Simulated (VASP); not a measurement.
Wanted: the native input for a VASP 6.6.1 run.

- Task: electric field gradients
- Functional: PBEsol
- Potentials or basis: VASP PAW PBE potentials, release 64 (Re)
- Cutoff: 520 eV
- k mesh: 14 × 14 × 14
- Occupations: fermi-dirac, width 0.05 eV
- Spin: no spin polarisation
- Dipole correction: no
- Further INCAR settings: ALGO = Normal; EDIFF = 1e-08; NBANDS = 10

The structure of Re lies in POSCAR:

```
Re
1.0
    0.0000000000      1.9483075387      1.9483075387
    1.9483075387      0.0000000000      1.9483075387
    1.9483075387      1.9483075387      0.0000000000
Re
1
Direct
    0.0000000000      0.0000000000      0.0000000000
```

This cell differs from its parent crystal: volume scaled by 0.96.

One way to write it, as run:

INCAR

```
PREC     = Accurate       # precision mode
ENCUT    = 520            # plane-wave cutoff, eV
EDIFF    = 1E-8           # SCF threshold, eV
ISMEAR   = -1             # smearing method
SIGMA    = 0.05           # smearing width, eV
LREAL    = F              # projectors in reciprocal space
LASPH    = T              # aspherical terms in the spheres
NELM     = 60             # most SCF steps
ALGO     = Normal         # electronic algorithm
ISIF     = 2              # what is computed and relaxed
LWAVE    = F              # write WAVECAR
LCHARG   = F              # write CHGCAR
GGA      = PS             # functional
LEFG     = T            
NBANDS   = 10             # bands
```

KPOINTS

```
regular mesh
0
Gamma
  14 14 14
```

Potentials or basis: VASP PAW PBE potentials, release 64 (Re).

The run is started by

```bash
$ cat potpaw_PBE.64/Re/POTCAR > POTCAR
$ mpirun -np 1 vasp_std > vasp.out
```

Results of the run:

```json
{
  "Pressure": "-5.0 GPa"
}
```

Caveat: without QUAD_EFG the Cq values of the log hold for a quadrupole moment of 1 mb, not for the nuclei; the PAW data sets were made with another functional, which shifts forces and pressure a little.

It took 14 s on 1 thread of Intel Xeon 6975P-C, with other jobs on the host, peak memory 0.14 GiB.
